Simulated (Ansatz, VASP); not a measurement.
**One calculation of K, two programs**

```
K
1.0
    -2.82016    2.82016    2.82016
     2.82016   -2.82016    2.82016
     2.82016    2.82016   -2.82016
K
1
Direct
  0.00000 0.00000 0.00000
```

Alike in both runs: task single point; functional LDA; k mesh 6 × 6 × 6; occupations gaussian, width 0.1 eV; no spin polarisation.

```csv
,VASP,Ansatz
version,VASP 6.6.1,Ansatz 0.2.0
potentials or method,"VASP PAW LDA potentials, release 64 (K_sv), cutoff 520 eV","scalar-relativistic, plane waves, PAW"
valence electrons in the cell,9,9
```

```csv
,VASP,Ansatz,Ansatz less VASP
gap on the k mesh at the Fermi level (eV),none,none,-
pressure (GPa),-0.8,-0.8,+0.01
```

LDA's correlation is that of Perdew and Zunger in VASP and of Perdew and Wang (1992) in Ansatz. A gap of «none» marks a metal or a gap that the smearing closes.
